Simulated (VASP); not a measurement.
Set up this calculation in VASP 6.6.1, as the native input.

```yaml
Task: relaxation of cell and atoms
Functional: PBE
Potentials_or_basis: VASP PAW PBE potentials, release 64 (Ir, F)
Cutoff: 600 eV
k_mesh: 4 × 4 × 4
Occupations: gaussian, width 0.1 eV
Spin: collinear spin
Starting_moments: "[0.79, 0.79, 0.79, 0.79, 0.17, 0.17] μB"
Dipole_correction: no
Further_INCAR_settings: ALGO = Normal; EDIFF = 1e-06; IBRION = 2; EDIFFG = -0.04; NSW = 90; ISIF = 3
```

The structure of Ir2F lies in POSCAR:

```
Ir2F
1.0
    0.0000000000      3.3550603455      3.3550603455
    3.3550603455      0.0000000000      3.3550603455
    3.3550603455      3.3550603455      0.0000000000
Ir F
4 2
Direct
    0.6250000000      0.6250000000      0.6250000000
    0.1250000000      0.6250000000      0.6250000000
    0.6250000000      0.6250000000      0.1250000000
    0.6250000000      0.1250000000      0.6250000000
    0.0000000000      0.0000000000      0.0000000000
    0.2500000000      0.2500000000      0.2500000000
```

The input as run:

INCAR

```
PREC     = Accurate       # precision mode
ENCUT    = 600            # plane-wave cutoff, eV
EDIFF    = 1E-6           # SCF threshold, eV
ISMEAR   = 0              # smearing method
SIGMA    = 0.1            # smearing width, eV
LREAL    = F              # projectors in reciprocal space
LASPH    = T              # aspherical terms in the spheres
NELM     = 150            # most SCF steps
ALGO     = Normal         # electronic algorithm
ISIF     = 3              # what is computed and relaxed
LWAVE    = F              # write WAVECAR
LCHARG   = F              # write CHGCAR
ISPIN    = 2              # spin polarisation
MAGMOM   = 0.79 0.79 0.79 0.79 0.17 0.17 # initial moments
LORBIT   = 11             # projections on sites
LMAXMIX  = 4              # l up to which the mixer works
GGA      = PE             # functional
IBRION   = 2              # ionic algorithm
NSW      = 90             # ionic steps
EDIFFG   = -0.04          # ionic threshold
```

KPOINTS

```
Automatic mesh
0
Gamma
  4 4 4
```

Potentials or basis: VASP PAW PBE potentials, release 64 (Ir, F).

Launch:

```bash
$ cat potpaw_PBE.64/Ir/POTCAR potpaw_PBE.64/F/POTCAR > POTCAR
$ mpirun -np 1 vasp_std > vasp.out
```

It gave:

| Item | Value |
| --- | --- |
| Relaxed volume | 16.24 Å³/atom |
| Relaxed cell | a = 5.165 Å, b = 5.165 Å, c = 5.165 Å, α = 60.00°, β = 60.00°, γ = 60.00° |
| Space group after relaxing (to 0.1 Å) | Fd-3m (No. 227) |
| Pressure after relaxing | 0.1 GPa |
| Net moment | 4.99 μB per cell |
| Site moments | Ir +1.09; F +0.21 μB |
| Valence electrons inside the program's atomic spheres | Ir 8.07; F 5.96 |

Caveat: the k points lie up to 0.37 Å⁻¹ apart in the final cell; the volume moved by over 15 % at a fixed basis, so the end points are rough.

Run time: 12 min on 1 thread of Oxide Virtual Turin-like Processor, on a shared host, peak memory 0.28 GiB.
